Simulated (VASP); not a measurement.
The system is LiF.

```xyz
2
Lattice="0.0000 2.1819 2.1819 2.1819 0.0000 2.1819 2.1819 2.1819 0.0000" Properties=species:S:1:pos:R:3 pbc="T T T"
Li    0.0000    0.0000    0.0000
F     1.0910    1.0910    1.0910
```

```yaml
Program: VASP 6.6.1
Task: relaxation of cell and atoms
Functional: LDA
Potentials_or_basis: VASP PAW LDA potentials, release 64 (Li_sv, F)
Cutoff: 600 eV
k_mesh: 10 × 10 × 10
Occupations: fermi-dirac, width 0.02 eV
Spin: no spin polarisation
```

At the start: pressure -6.2 GPa; volume 10.39 Å³/atom.

Question: How do energy, volume and symmetry change on relaxing?

Answer: Over 4 steps the energy falls by 25.2 meV/atom and the volume is 9.20 Å³/atom (-11.4 %); space group F-43m (No. 216, to 0.05 Å).

Step by step:
| step | energy change (eV) | largest force (eV/Å) | pressure (GPa) | volume (Å³) |
| --- | --- | --- | --- | --- |
| 1 | 0.0000 | 0.0000 | -6.16 | 20.77 |
| 2 | -0.0363 | 0.0000 | -3.59 | 19.60 |
| 3 | -0.0503 | 0.0000 | -0.49 | 18.55 |
| 4 | -0.0505 | 0.0000 | 0.01 | 18.40 |

Final structure:
```
Li F
1.0
     0.00000    2.09541    2.09541
     2.09541    0.00000    2.09541
     2.09541    2.09541    0.00000
Li F
1 1
Direct
  0.00000 0.00000 0.00000
  0.25000 0.25000 0.25000
```

Caveat: the cutoff is under 1.25 times the usual one of these potentials, so pressure, stress and relaxed cells hold a basis-set (Pulay) error.
